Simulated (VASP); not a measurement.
# Si7Mo (P6/mmm) in VASP: notebook

Runs on Si7Mo. Level: PBE. Tasks: single point, relaxation of cell and atoms.

Everything below comes from runs of VASP 6.6.1. Logs are shortened: lines on timing, memory, paths and dates and some standing lists are left out, and cuts for length are marked.

## Step 1: The cell of the first run

The structure is hexagonal, space group P6/mmm (No. 191). Conventional cell: a = 4.438 Å, b = 4.438 Å, c = 7.059 Å, α = 90.00°, β = 90.00°, γ = 120.00°. Si (site symmetry -6m2) has 8 Si at 2.38 to 2.56 Å within 3.1 Å. Within 3.1 Å of Si (site symmetry 3m) lie 5 Si at 2.31 to 2.56 Å and 3 Mo at 2.81 Å. Si (site symmetry 6/mmm) has 6 Si at 2.56 Å within 3.4 Å. Within 3.7 Å of Mo (site symmetry 6/mmm) lie 14 Si at 2.81 to 3.53 Å.

## Step 2: Single point, PBE

INCAR

```
SYSTEM = Si7Mo
PREC = Accurate
ENCUT = 520
EDIFF = 1E-7
ISMEAR = 0
SIGMA = 0.2
LREAL = .False.
LASPH = .True.
NELM = 100
ALGO = Normal
ISIF = 2
LWAVE = .False.
LCHARG = .False.
GGA = PE
NBANDS = 31
```

KPOINTS

```
regular mesh
0
Gamma
  4 4 3
  0 0 0
```

POSCAR

```
Si7Mo
1.0
    4.4379723141     -0.0000000028      0.0000000000
   -2.2189861546      3.8433967667      0.0000000000
    0.0000000000      0.0000000000      7.0590245353
Si Mo
7 1
Direct
    0.3333333333      0.6666666667      0.0000000000
    0.6666666667      0.3333333333      0.0000000000
    0.3333333333      0.6666666667      0.6635500566
    0.6666666667      0.3333333333      0.6635500566
    0.6666666667      0.3333333333      0.3364499434
    0.3333333333      0.6666666667      0.3364499434
    0.0000000000      0.0000000000      0.0000000000
    0.0000000000      0.0000000000      0.5000000000
```

Potentials or basis: VASP PAW PBE potentials, release 64 (Si, Mo_sv).

Started as:

```sh
> cat potpaw_PBE.64/Si/POTCAR potpaw_PBE.64/Mo_sv/POTCAR > POTCAR
> mpirun -np 1 vasp_std > vasp.out
```

OUTCAR:

```text
SYSTEM = Si7Mo
   PREC = Accurate
   ENCUT = 520
   EDIFF = 1E-7
   ISMEAR = 0
   LREAL = .False.
   LASPH = .True.
   NELM = 100
   ISIF = 2
   GGA = PE

 ion  position               nearest neighbor table
   1  0.333  0.667  0.000-   3 2.38   6 2.38   7 2.56   2 2.56   2 2.56   7 2.56   7 2.56   2 2.56

   2  0.667  0.333  0.000-   4 2.38   5 2.38   7 2.56   1 2.56   1 2.56   7 2.56   7 2.56   1 2.56

   3  0.333  0.667  0.664-   6 2.31   1 2.38   4 2.56   4 2.56   4 2.56   8 2.81   8 2.81   8 2.81

   4  0.667  0.333  0.664-   5 2.31   2 2.38   3 2.56   3 2.56   3 2.56   8 2.81   8 2.81   8 2.81

   5  0.667  0.333  0.336-   4 2.31   2 2.38   6 2.56   6 2.56   6 2.56   8 2.81   8 2.81   8 2.81

   6  0.333  0.667  0.336-   3 2.31   1 2.38   5 2.56   5 2.56   5 2.56   8 2.81   8 2.81   8 2.81

   7  0.000  0.000  0.000-   1 2.56   2 2.56   1 2.56   2 2.56   2 2.56   1 2.56
   8  0.000  0.000  0.500-   3 2.81   4 2.81   5 2.81   6 2.81   3 2.81   6 2.81   4 2.81   5 2.81
                             4 2.81   5 2.81   3 2.81   6 2.81

  LATTYP: Found a hexagonal cell.
 ALAT       =     4.4379723141
 C/A-ratio  =     1.5905967941

  Lattice vectors:

 A1 = (   4.4379723141,  -0.0000000028,   0.0000000000)
 A2 = (  -2.2189861546,   3.8433967667,   0.0000000000)
 A3 = (   0.0000000000,   0.0000000000,   7.0590245353)

Analysis of symmetry for initial positions (statically):
=====================================================================
 Subroutine PRICEL returns:
 Original cell was already a primitive cell.

 Routine SETGRP: Setting up the symmetry group for a
 hexagonal supercell.

 Subroutine GETGRP returns: Found 24 space group operations
 (whereof 24 operations were pure point group operations)
 out of a pool of 24 trial point group operations.

The static configuration has the point symmetry D_6h.

Analysis of symmetry for dynamics (positions and initial velocities):
=====================================================================
 Subroutine PRICEL returns:
 Original cell was already a primitive cell.

 Routine SETGRP: Setting up the symmetry group for a
 hexagonal supercell.

 Subroutine GETGRP returns: Found 24 space group operations
 (whereof 24 operations were pure point group operations)
 out of a pool of 24 trial point group operations.

The dynamic configuration has the point symmetry D_6h.

 Subroutine INISYM returns: Found 24 space group operations
[... 95 lines left out ...]
   NSW    =      0    number of steps for IOM
   IBRION =     -1    ionic relax: 0-MD 1-quasi-New 2-CG
   NFREE  =      0    steps in history (QN), initial steepest desc. (CG)
   ISIF   =      2    stress and relaxation
   ISYM   =      2    0-nonsym 1-usesym 2-fastsym
   POTIM  = 0.5000    time-step for ionic-motion
   TEBEG  =    0.0;   TEEND  =   0.0 temperature during run
   PSTRESS=    0.0 pullay stress
   NELECT =      42.0000    total number of electrons
   NUPDOWN=      -1.0000    fix difference up-down
   EMIN   =  10.00;   EMAX   =-10.00  energy-range for DOS
   EFERMI =   0.00;   METHOD = LEGACY
   ISMEAR =     0;   SIGMA  =   0.20  broadening in eV -4-tet -1-fermi 0-gaus
   EFERMI_NEDOS =   21; number of points for ismear=-14 and -15
   IALGO  =     38    algorithm
   IMIX   =      4    mixing-type and parameters
     AMIX     =   0.40;   BMIX     =  1.00
     AMIX_MAG =   1.60;   BMIX_MAG =  1.00
  volume/ion in A,a.u.               =      15.05       101.57
  Fermi-wavevector in a.u.,A,eV,Ry     =   1.152417  2.177753 18.069429  1.328066
  Thomas-Fermi vector in A             =   2.289068
   LORBIT       =      0    0 simple, 1 ext, 2 COOP (PROOUT), +10 PAW based schemes
   GGA     = PE    functional components
   LHFCALC =     F    Hartree Fock is set to
   AEXX    =    0.0000 exact exchange contribution
   IVDW    =     0    specifies the selected vdW correction
   LEPSILON=     F    determine dielectric tensor
   LRPA    =     F    only Hartree local field effects (RPA)
 non-spin polarized calculation
 Gauss-broadening in eV      SIGMA  =   0.20
  energy-cutoff  :      520.00
  volume of cell :      120.40
 maximum number of plane-waves:      3261
 NGX is ok and might be reduce to    36
   NGX = 17   NGY = 17   NGZ = 27

 number of electron      42.0000002 magnetization

 Free energy of the ion-electron system (eV)
  ---------------------------------------------------
  ext. energy  EPLUGINS =         0.00000000
  ---------------------------------------------------
  free energy    TOTEN  =       -46.47415103 eV

  energy without entropy =      -46.41781512  energy(sigma->0) =      -46.44598307

 E-fermi :   9.8586     XC(G=0): -11.2635

 val. band max:        9.7823696595   @ k =   0.0000   0.0000   0.3333
 cond. band min:       9.8679872117   @ k =   0.5000   0.0000   0.0000
 fundamental gap:      0.0856175522
 Fermi energy:         9.8585986194

 k-point     1 :       0.0000    0.0000    0.0000
  band No.  band energies     occupation
      1     -51.1619      2.00000
      2     -25.3347      2.00000
      3     -25.2108      2.00000
      4     -25.2108      2.00000
      5      -4.0230      2.00000
      6      -1.6328      2.00000
[... 261 lines left out ...]
     30      14.0900      0.00000
     31      14.7843      0.00000

------------------------ aborting loop because EDIFF is reached ----------------------------------------

  FORCE on cell =-STRESS in cart. coord.  units (eV):
  Direction    XX          YY          ZZ          XY          YZ          ZX
  --------------------------------------------------------------------------------------
  -------------------------------------------------------------------------------------
  Total        0.0995118      0.0995118     -0.0477476      0.0000000      0.0000000      0.0000000
  in kB        1.3241604      1.3241604     -0.6353563      0.0000000      0.0000000      0.0000000
  external PRESSURE =       0.6709882 kB  Pullay stress =       0.0000000 kB

 VOLUME and BASIS-vectors are now :
 -----------------------------------------------------------------------------
  energy-cutoff  :      520.00
  volume of cell :      120.40
      direct lattice vectors                 reciprocal lattice vectors
     4.437972314 -0.000000003  0.000000000     0.225328130  0.130093256  0.000000000
    -2.218986155  3.843396767  0.000000000     0.000000000  0.260186512  0.000000000
     0.000000000  0.000000000  7.059024535     0.000000000  0.000000000  0.141662633

 POSITION                                       TOTAL-FORCE (eV/Angst)
 -----------------------------------------------------------------------------------
      0.00000      2.56226      0.00000         0.000000      0.000000      0.000000
      2.21899      1.28113      0.00000        -0.000000      0.000000     -0.000000
      0.00000      2.56226      4.68402        -0.000000     -0.000000      0.017187
      2.21899      1.28113      4.68402         0.000000     -0.000000      0.017187
      2.21899      1.28113      2.37501         0.000000      0.000000     -0.017187
      0.00000      2.56226      2.37501        -0.000000     -0.000000     -0.017187
      0.00000      0.00000      0.00000        -0.000000     -0.000000      0.000000
      0.00000      0.00000      3.52951        -0.000000     -0.000000      0.000000
 -----------------------------------------------------------------------------------
    total drift:                               -0.000000     -0.000000      0.000000

  FREE ENERGIE OF THE ION-ELECTRON SYSTEM (eV)
  ---------------------------------------------------
  free  energy   TOTEN  =       -46.4741510312 eV

  energy  without entropy=      -46.4178151172  energy(sigma->0) =      -46.44598307
```

stdout:

```text
POSCAR found type information on POSCAR SiMo
 POSCAR found :  2 types and       8 ions
 scaLAPACK will be used
 LDA part: xc-table for (Slater+PW92), standard interpolation
 POSCAR, INCAR and KPOINTS ok, starting setup
 FFT: planning ... GRIDC
 FFT: planning ... GRID_SOFT
 FFT: planning ... GRID
 WAVECAR not read
 entering main loop
```

Wall time 18 s (1 thread of Intel Xeon Platinum 8559C (Emerald Rapids), shared host); peak memory 0.23 GiB.

Results:

```yaml
Free_energy: -46.4742 eV
Pressure: 0.1 GPa
Largest_force: 0.017 eV/Å
Band_gap_on_the_k_mesh: zero (band 21 reaches 10.58 eV, above the bottom of band 22 at 8.20 eV)
```

Forces in eV/Å, atoms in the order of the input:
```
Si   0.000  0.000  0.000
Si   0.000  0.000  0.000
Si   0.000  0.000  0.017
Si   0.000  0.000  0.017
Si   0.000  0.000 -0.017
Si   0.000  0.000 -0.017
Si   0.000  0.000  0.000
Mo   0.000  0.000  0.000
```

Caveat: the k points lie up to 0.41 Å⁻¹ apart.

(Part 1 of 2 ends here.)
